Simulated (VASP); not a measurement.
ScAl2:

```xyz
6
Lattice="0.0000 3.7777 3.7777 3.7777 0.0000 3.7777 3.7777 3.7777 0.0000" Properties=species:S:1:pos:R:3 pbc="T T T"
Sc    3.7777    3.7777    3.7777
Sc    5.6665    5.6665    5.6665
Al    0.9444    0.9444    0.9444
Al    0.9444    2.8332    2.8332
Al    2.8332    0.9444    2.8332
Al    2.8332    2.8332    0.9444
```

Base run:

| Property | Result |
| --- | --- |
| Program | VASP 6.6.1 |
| Functional | r2SCAN |
| Potentials or basis | VASP PAW PBE potentials, release 64 (Sc_sv, Al) |
| Cutoff | 520 eV |
| k mesh | 8 × 8 × 8 |
| Occupations | fermi-dirac, width 0.5 eV |
| Spin | no spin polarisation |

Its results: band gap on the k mesh zero (band 17 reaches 7.44 eV, above the bottom of band 18 at 4.76 eV); pressure 1.3 GPa.

Question: The run is repeated on the same cell with these changes: occupations from fermi-dirac, width 0.5 eV to gaussian, width 0.02 eV. What comes out?

Answer: Band gap on the k mesh zero (band 17 reaches 7.32 eV, above the bottom of band 18 at 4.73 eV); pressure 0.0 GPa.

Caveats: the PAW data sets were made with another functional, which shifts forces and pressure a little.
